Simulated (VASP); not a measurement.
# Ca2C (Fm-3m) in VASP: a series of runs

Ca2C is run at these levels: r2SCAN, HSE06; tasks: single point.

Everything below comes from runs of VASP 6.6.1. Logs are shortened: lines on timing, memory, paths and dates and some standing lists are left out, and cuts for length are marked.

### Step 1. The cell of the first run

Symmetry: Fm-3m, No. 225, cubic system. The conventional cell has a = 6.257 Å, b = 6.257 Å, c = 6.257 Å, α = 90.00°, β = 90.00°, γ = 90.00°. Within 3.6 Å of C (site symmetry m-3m) lie 8 Ca at 2.71 Å. Within 3.6 Å of Ca (site symmetry -43m) lie 4 C at 2.71 Å and 6 Ca at 3.13 Å.

### Step 2. Single point, r2SCAN

POSCAR

```
Ca2C
1.0
    0.0000000000      3.1285803957      3.1285803957
    3.1285803957      0.0000000000      3.1285803957
    3.1285803957      3.1285803957      0.0000000000
C Ca
1 2
Direct
    0.0000000000      0.0000000000      0.0000000000
    0.2500000000      0.2500000000      0.2500000000
    0.7500000000      0.7500000000      0.7500000000
```

INCAR.step1

```
PREC = Accurate
ENCUT = 520
ISMEAR = 0
SIGMA = 0.01
LREAL = F
LASPH = T
NELM = 80
NBANDS = 19
GGA = PE
ALGO = Normal
EDIFF = 1E-4
LWAVE = T
LCHARG = F
```

INCAR.step2

```
PREC = Accurate
ENCUT = 520
EDIFF = 1E-7
ISMEAR = 0
SIGMA = 0.01
LREAL = F
LASPH = T
NELM = 80
ALGO = Normal
ISIF = 2
LWAVE = F
LCHARG = F
METAGGA = R2SCAN
LMIXTAU = T
NBANDS = 19
ISTART = 1
```

KPOINTS

```
Automatic mesh
0
Gamma
  6 6 6
```

Potentials or basis: VASP PAW PBE potentials, release 64 (C, Ca_sv).

The run is started by

```bash
> cat potpaw_PBE.64/C/POTCAR potpaw_PBE.64/Ca_sv/POTCAR > POTCAR
> cp INCAR.step1 INCAR
> mpirun -np 1 vasp_std > vasp.out
> cp INCAR.step2 INCAR
> mpirun -np 1 vasp_std > vasp.out
```

OUTCAR:

```text
PREC = Accurate
   ENCUT = 520
   EDIFF = 1E-7
   ISMEAR = 0
   LREAL = F
   LASPH = T
   NELM = 80
   ISIF = 2
   METAGGA = R2SCAN
   ISTART = 1

 ion  position               nearest neighbor table
   1  0.000  0.000  0.000-
   2  0.250  0.250  0.250-   3 3.13   3 3.13   3 3.13   3 3.13   3 3.13   3 3.13
   3  0.750  0.750  0.750-   2 3.13   2 3.13   2 3.13   2 3.13   2 3.13   2 3.13

  LATTYP: Found a face centered cubic cell.
 ALAT       =     6.2571607914

  Lattice vectors:

 A1 = (   0.0000000000,   3.1285803957,   3.1285803957)
 A2 = (   3.1285803957,   0.0000000000,   3.1285803957)
 A3 = (   3.1285803957,   3.1285803957,   0.0000000000)

Analysis of symmetry for initial positions (statically):
=====================================================================
 Subroutine PRICEL returns:
 Original cell was already a primitive cell.

 Routine SETGRP: Setting up the symmetry group for a
 face centered cubic supercell.

 Subroutine GETGRP returns: Found 48 space group operations
 (whereof 48 operations were pure point group operations)
 out of a pool of 48 trial point group operations.

The static configuration has the point symmetry O_h .

Analysis of symmetry for dynamics (positions and initial velocities):
=====================================================================
 Subroutine PRICEL returns:
 Original cell was already a primitive cell.

 Routine SETGRP: Setting up the symmetry group for a
 face centered cubic supercell.

 Subroutine GETGRP returns: Found 48 space group operations
 (whereof 48 operations were pure point group operations)
 out of a pool of 48 trial point group operations.

The dynamic configuration has the point symmetry O_h .

 Subroutine INISYM returns: Found 48 space group operations
 (whereof 48 operations are pure point group operations),
 and found     1 'primitive' translations

----------------------------------------------------------------------------------------

                                     Primitive cell

  volume of cell :      61.2452

  direct lattice vectors                    reciprocal lattice vectors
     0.000000000  3.128580396  3.128580396    -0.159816894  0.159816894  0.159816894
     3.128580396  0.000000000  3.128580396     0.159816894 -0.159816894  0.159816894
     3.128580396  3.128580396  0.000000000     0.159816894  0.159816894 -0.159816894

  length of vectors
     4.424480827  4.424480827  4.424480827     0.276810980  0.276810980  0.276810980

  position of ions in fractional coordinates (direct lattice)
     0.000000000  0.000000000  0.000000000
     0.250000000  0.250000000  0.250000000
     0.750000000  0.750000000  0.750000000

  ion indices of the primitive-cell ions
   primitive index   ion index
                 1           1
                 2           2
                 3           3

----------------------------------------------------------------------------------------

 KPOINTS: Automatic mesh

Automatic generation of k-mesh.
 Grid dimensions read from file:
 generate k-points for:    6    6    6

 Generating k-lattice:

  Cartesian coordinates                     Fractional coordinates (reciprocal lattice)
    -0.026636149  0.026636149  0.026636149     0.166666667  0.000000000  0.000000000
     0.026636149 -0.026636149  0.026636149     0.000000000  0.166666667  0.000000000
     0.026636149  0.026636149 -0.026636149     0.000000000  0.000000000  0.166666667

  Length of vectors
     0.046135163  0.046135163  0.046135163

  Shift w.r.t. Gamma in fractional coordinates (k-lattice)
     0.000000000  0.000000000  0.000000000

 Subroutine IBZKPT returns following result:
 ===========================================

 Found     16 irreducible k-points:

 Following reciprocal coordinates:
            Coordinates               Weight
  0.000000  0.000000  0.000000      1.000000
  0.166667  0.000000  0.000000      8.000000
  0.333333  0.000000  0.000000      8.000000
  0.500000  0.000000  0.000000      4.000000
  0.166667  0.166667  0.000000      6.000000
  0.333333  0.166667  0.000000     24.000000
[... 8 lines left out ...]
 -0.333333  0.333333  0.166667     24.000000
 -0.333333  0.500000  0.166667     12.000000
   k-points           NKPTS =     16   k-points in BZ     NKDIM =     16   number of bands    NBANDS=     19
   number of dos      NEDOS =    301   number of ions     NIONS =      3
   total plane-waves  NPLWV =  46656
   dimension x,y,z NGX =    36 NGY =   36 NGZ =   36
   dimension x,y,z NGXF=    72 NGYF=   72 NGZF=   72
   ions per type =               1   2
   NGX,Y,Z   is equivalent  to a cutoff of  13.53, 13.53, 13.53 a.u.
   NGXF,Y,Z  is equivalent  to a cutoff of  27.05, 27.05, 27.05 a.u.
 SYSTEM =  unknown system
   PREC   = accura    normal or accurate (medium, high low for compatibility)
   ISTART =      1    job   : 0-new  1-cont  2-samecut
   ICHARG =      0    charge: 1-file 2-atom 10-const
   ISPIN  =      1    spin polarized calculation?
   LNONCOLLINEAR =      F non collinear calculations
   LSORBIT =      F    spin-orbit coupling
   LASPH  =      T    aspherical Exc in radial PAW
   ENCUT  =  520.0 eV  38.22 Ry    6.18 a.u.   8.23  8.23  8.23*2*pi/ulx,y,z
   NELM   =     80;   NELMIN=  2; NELMDL=  0     # of ELM steps
   EDIFF  = 0.1E-06   stopping-criterion for ELM
   LREAL  =      F    real-space projection
   EDIFFG = 0.1E-05   stopping-criterion for IOM
   NSW    =      0    number of steps for IOM
   IBRION =     -1    ionic relax: 0-MD 1-quasi-New 2-CG
   NFREE  =      0    steps in history (QN), initial steepest desc. (CG)
   ISIF   =      2    stress and relaxation
   ISYM   =      2    0-nonsym 1-usesym 2-fastsym
   POTIM  = 0.5000    time-step for ionic-motion
   TEBEG  =    0.0;   TEEND  =   0.0 temperature during run
   PSTRESS=    0.0 pullay stress
   NELECT =      24.0000    total number of electrons
   NUPDOWN=      -1.0000    fix difference up-down
   EMIN   =  10.00;   EMAX   =-10.00  energy-range for DOS
   EFERMI =   0.00;   METHOD = LEGACY
   ISMEAR =     0;   SIGMA  =   0.01  broadening in eV -4-tet -1-fermi 0-gaus
   EFERMI_NEDOS =   21; number of points for ismear=-14 and -15
   IALGO  =     38    algorithm
   IMIX   =      4    mixing-type and parameters
     AMIX     =   0.40;   BMIX     =  1.00
     AMIX_MAG =   1.60;   BMIX_MAG =  1.00
  volume/ion in A,a.u.               =      20.42       137.77
  Fermi-wavevector in a.u.,A,eV,Ry     =   1.197994  2.263880 19.526936  1.435189
  Thomas-Fermi vector in A             =   2.333894
   LORBIT       =      0    0 simple, 1 ext, 2 COOP (PROOUT), +10 PAW based schemes
   METAGGA = R2SCAN    functional components
   LHFCALC =     F    Hartree Fock is set to
   AEXX    =    0.0000 exact exchange contribution
   IVDW    =     0    specifies the selected vdW correction
   LEPSILON=     F    determine dielectric tensor
   LRPA    =     F    only Hartree local field effects (RPA)
 non-spin polarized calculation
 Gauss-broadening in eV      SIGMA  =   0.01
  energy-cutoff  :      520.00
  volume of cell :       61.25
 maximum number of plane-waves:      1676
 NGX is ok and might be reduce to    36
   NGX = 17   NGY = 17   NGZ = 17

 number of electron      24.0000003 magnetization

 Free energy of the ion-electron system (eV)
  ---------------------------------------------------
  ext. energy  EPLUGINS =         0.00000000
  ---------------------------------------------------
  free energy    TOTEN  =       -23.30224455 eV

  energy without entropy =      -23.30224455  energy(sigma->0) =      -23.30224455

 E-fermi :   3.3533     XC(G=0):  -9.9756

 val. band max:        3.2221687154   @ k =   0.5000   0.5000   0.0000
 cond. band min:       3.6222484069   @ k =   0.5000   0.5000   0.0000
 fundamental gap:      0.4000796916
 Fermi energy:         3.3532849957

 k-point     1 :       0.0000    0.0000    0.0000
  band No.  band energies     occupation
      1     -38.7541      2.00000
      2     -38.5445      2.00000
      3     -19.0419      2.00000
      4     -19.0419      2.00000
      5     -19.0419      2.00000
      6     -18.6130      2.00000
[... 11 lines left out ...]
     18       9.5372      0.00000
     19      10.2832      0.00000

 k-point     2 :       0.1667    0.0000    0.0000
  band No.  band energies     occupation
      1     -38.7395      2.00000
      2     -38.5579      2.00000
      3     -19.0267      2.00000
      4     -19.0169      2.00000
      5     -19.0168      2.00000
      6     -18.6603      2.00000
[... 11 lines left out ...]
     18       9.1682      0.00000
     19      10.4033      0.00000

 k-point     3 :       0.3333    0.0000    0.0000
  band No.  band energies     occupation
      1     -38.6999      2.00000
      2     -38.5951      2.00000
      3     -18.9784      2.00000
      4     -18.9458      2.00000
      5     -18.9458      2.00000
      6     -18.7716      2.00000
[... 11 lines left out ...]
     18       8.5080      0.00000
     19       9.0283      0.00000

 k-point     4 :       0.5000    0.0000    0.0000
  band No.  band energies     occupation
      1     -38.6470      2.00000
      2     -38.6469      2.00000
      3     -18.9045      2.00000
      4     -18.8767      2.00000
      5     -18.8471      2.00000
      6     -18.8471      2.00000
[... 11 lines left out ...]
     18       8.1467      0.00000
     19       8.2629      0.00000

 k-point     5 :       0.1667    0.1667    0.0000
  band No.  band energies     occupation
      1     -38.7358      2.00000
      2     -38.5611      2.00000
      3     -19.0675      2.00000
      4     -19.0674      2.00000
      5     -18.9095      2.00000
      6     -18.7840      2.00000
[... 11 lines left out ...]
     18       9.0718      0.00000
     19       9.2708      0.00000

 k-point     6 :       0.3333    0.1667    0.0000
  band No.  band energies     occupation
      1     -38.7079      2.00000
      2     -38.5869      2.00000
      3     -19.0681      2.00000
      4     -19.0597      2.00000
      5     -18.9375      2.00000
      6     -18.7850      2.00000
[... 11 lines left out ...]
     18       8.2616      0.00000
     19       9.4500      0.00000

 k-point     7 :       0.5000    0.1667    0.0000
  band No.  band energies     occupation
      1     -38.6640      2.00000
      2     -38.6291      2.00000
      3     -19.0619      2.00000
      4     -19.0145      2.00000
      5     -18.9915      2.00000
      6     -18.7172      2.00000
[... 11 lines left out ...]
     18       8.7365      0.00000
     19       8.9715      0.00000

 k-point     8 :      -0.3333    0.1667    0.0000
  band No.  band energies     occupation
      1     -38.6771      2.00000
      2     -38.6165      2.00000
      3     -19.1129      2.00000
      4     -18.9147      2.00000
      5     -18.8777      2.00000
      6     -18.8332      2.00000
[... 11 lines left out ...]
     18       8.4632      0.00000
     19       9.0803      0.00000

 k-point     9 :      -0.1667    0.1667    0.0000
  band No.  band energies     occupation
      1     -38.7178      2.00000
      2     -38.5780      2.00000
      3     -19.0948      2.00000
      4     -18.9420      2.00000
      5     -18.9227      2.00000
      6     -18.7787      2.00000
[... 11 lines left out ...]
     18       9.0488      0.00000
     19       9.4470      0.00000

 k-point    10 :       0.3333    0.3333    0.0000
  band No.  band energies     occupation
      1     -38.6989      2.00000
      2     -38.5942      2.00000
      3     -19.1178      2.00000
      4     -19.1178      2.00000
      5     -19.1115      2.00000
      6     -18.6368      2.00000
[... 11 lines left out ...]
     18       8.2095      0.00000
     19       9.5986      0.00000

 k-point    11 :       0.5000    0.3333    0.0000
  band No.  band energies     occupation
      1     -38.6760      2.00000
      2     -38.6156      2.00000
      3     -19.2118      2.00000
      4     -19.1102      2.00000
      5     -19.1020      2.00000
      6     -18.5965      2.00000
[... 11 lines left out ...]
     18       8.8812      0.00000
     19       9.0794      0.00000

 k-point    12 :      -0.3333    0.3333    0.0000
  band No.  band energies     occupation
      1     -38.6460      2.00000
      2     -38.6459      2.00000
      3     -19.2092      2.00000
      4     -19.0407      2.00000
      5     -19.0141      2.00000
      6     -18.6975      2.00000
[... 11 lines left out ...]
     18       8.7474      0.00000
     19       9.1069      0.00000

 k-point    13 :       0.5000    0.5000    0.0000
  band No.  band energies     occupation
      1     -38.6803      2.00000
      2     -38.6106      2.00000
      3     -19.2687      2.00000
      4     -19.1428      2.00000
      5     -19.1428      2.00000
      6     -18.5510      2.00000
[... 11 lines left out ...]
     18       8.7569      0.00000
     19       8.7569      0.00000

 k-point    14 :       0.5000    0.3333    0.1667
  band No.  band energies     occupation
      1     -38.6813      2.00000
      2     -38.6115      2.00000
      3     -19.1498      2.00000
      4     -19.0828      2.00000
      5     -18.9777      2.00000
      6     -18.7236      2.00000
[... 11 lines left out ...]
     18       9.0902      0.00000
     19       9.1643      0.00000

 k-point    15 :      -0.3333    0.3333    0.1667
  band No.  band energies     occupation
      1     -38.6460      2.00000
      2     -38.6459      2.00000
      3     -19.1721      2.00000
      4     -19.1468      2.00000
      5     -18.8549      2.00000
      6     -18.8545      2.00000
[... 11 lines left out ...]
     18       8.6371      0.00000
     19       9.1697      0.00000

 k-point    16 :      -0.3333    0.5000    0.1667
  band No.  band energies     occupation
      1     -38.6630      2.00000
      2     -38.6281      2.00000
      3     -19.2397      2.00000
      4     -19.1725      2.00000
      5     -18.9998      2.00000
      6     -18.7041      2.00000
[... 11 lines left out ...]
     18       8.2657      0.00000
     19       9.1170      0.00000

------------------------ aborting loop because EDIFF is reached ----------------------------------------

  FORCE on cell =-STRESS in cart. coord.  units (eV):
  Direction    XX          YY          ZZ          XY          YZ          ZX
  --------------------------------------------------------------------------------------
  -------------------------------------------------------------------------------------
  Total        0.1524229      0.1524229      0.1524229     -0.0000000     -0.0000000     -0.0000000
  in kB        3.9873922      3.9873922      3.9873922     -0.0000000     -0.0000000     -0.0000000
  external PRESSURE =       3.9873922 kB  Pullay stress =       0.0000000 kB

 VOLUME and BASIS-vectors are now :
 -----------------------------------------------------------------------------
  energy-cutoff  :      520.00
  volume of cell :       61.25
      direct lattice vectors                 reciprocal lattice vectors
     0.000000000  3.128580396  3.128580396    -0.159816894  0.159816894  0.159816894
     3.128580396  0.000000000  3.128580396     0.159816894 -0.159816894  0.159816894
     3.128580396  3.128580396  0.000000000     0.159816894  0.159816894 -0.159816894

 POSITION                                       TOTAL-FORCE (eV/Angst)
 -----------------------------------------------------------------------------------
      0.00000      0.00000      0.00000         0.000000      0.000000      0.000000
      1.56429      1.56429      1.56429         0.000000      0.000000      0.000000
      4.69287      4.69287      4.69287        -0.000000     -0.000000     -0.000000
 -----------------------------------------------------------------------------------
    total drift:                                0.000000      0.000000      0.000000

  FREE ENERGIE OF THE ION-ELECTRON SYSTEM (eV)
  ---------------------------------------------------
  free  energy   TOTEN  =       -23.3022445513 eV

  energy  without entropy=      -23.3022445513  energy(sigma->0) =      -23.30224455
```

Run time: 1.9 min. Hardware: 1 thread of Intel Xeon Platinum 8259CL at 2.50GHz (Skylake/Cascade Lake), shared host; peak memory 0.21 GiB.

What came out:

```
Free energy            : -23.3022 eV
Pressure               : 0.4 GPa
Band gap on the k mesh : 0.40 eV
```

Levels at points of the mesh, in eV from the valence-band top:
```tsv
k point	band 9	band 10	band 11	band 12	band 13	band 14	band 15	band 16
(0.00, 0.00, 0.00)	-8.94	-1.09	-1.09	-1.09	1.11	2.20	2.20	6.32
(0.50, 0.00, 0.00)	-8.34	-1.94	-0.42	-0.42	3.05	3.34	3.34	4.71
(0.50, 0.50, 0.00)	-8.20	-1.98	0.00	0.00	0.40	2.94	3.12	5.20
```

Caveat: the PAW data sets were made with another functional, which shifts forces and pressure a little. A k mesh can miss the band edges.

### Step 3. Single point, HSE06

POSCAR is that of step 2.

INCAR.step1

```
PREC     = Accurate       # precision mode
ENCUT    = 520            # plane-wave cutoff, eV
EDIFF    = 1E-5           # SCF threshold, eV
ISMEAR   = 0              # smearing method
SIGMA    = 0.01           # smearing width, eV
LREAL    = False          # projectors in reciprocal space
LASPH    = True           # aspherical terms in the spheres
NELM     = 80             # most SCF steps
ALGO     = Normal         # electronic algorithm
ISIF     = 2              # what is computed and relaxed
LWAVE    = True           # write WAVECAR
LCHARG   = False          # write CHGCAR
NBANDS   = 19             # bands
GGA      = PE             # functional
```

INCAR.step2

```
PREC     = Accurate       # precision mode
ENCUT    = 520            # plane-wave cutoff, eV
EDIFF    = 1E-6           # SCF threshold, eV
ISMEAR   = 0              # smearing method
SIGMA    = 0.01           # smearing width, eV
LREAL    = False          # projectors in reciprocal space
LASPH    = True           # aspherical terms in the spheres
NELM     = 80             # most SCF steps
ALGO     = Normal         # electronic algorithm
ISIF     = 2              # what is computed and relaxed
LWAVE    = False          # write WAVECAR
LCHARG   = False          # write CHGCAR
GGA      = PE             # functional
LHFCALC  = True           # exact exchange
HFSCREEN = 0.2079         # screening, 1/A
PRECFOCK = Normal       
NBANDS   = 19             # bands
ISTART   = 1
```

KPOINTS

```
regular mesh
0
Gamma
  4 4 4
```

Potentials or basis: VASP PAW PBE potentials, release 64 (C, Ca_sv).

The run is started by

```bash
> cat potpaw_PBE.64/C/POTCAR potpaw_PBE.64/Ca_sv/POTCAR > POTCAR
> cp INCAR.step1 INCAR
> mpirun -np 1 vasp_std > vasp.out
> cp INCAR.step2 INCAR
> mpirun -np 1 vasp_std > vasp.out
```

Wall time 26 min (1 thread of Intel Xeon Platinum 8259CL at 2.50GHz (Skylake/Cascade Lake), shared host); peak memory 0.32 GiB.

Results (log left out):

- Free energy: -13.0796 eV
- Pressure: 0.6 GPa
- Band gap on the k mesh: 0.82 eV

Levels at points of the mesh, in eV from the valence-band top:
```
           k point  band 9  band 10  band 11  band 12  band 13  band 14  band 15  band 16
(0.00, 0.00, 0.00)   -9.48    -1.07    -1.07    -1.07     1.40     3.02     3.02     7.18
(0.50, 0.00, 0.00)   -8.78    -2.17    -0.39    -0.39     3.74     4.07     4.07     5.02
(0.50, 0.50, 0.00)   -8.62    -2.18     0.00     0.00     0.82     3.57     4.02     6.05
```

Caveat: the k points lie up to 0.43 Å⁻¹ apart; the PAW data sets were made with another functional, which shifts forces and pressure a little.
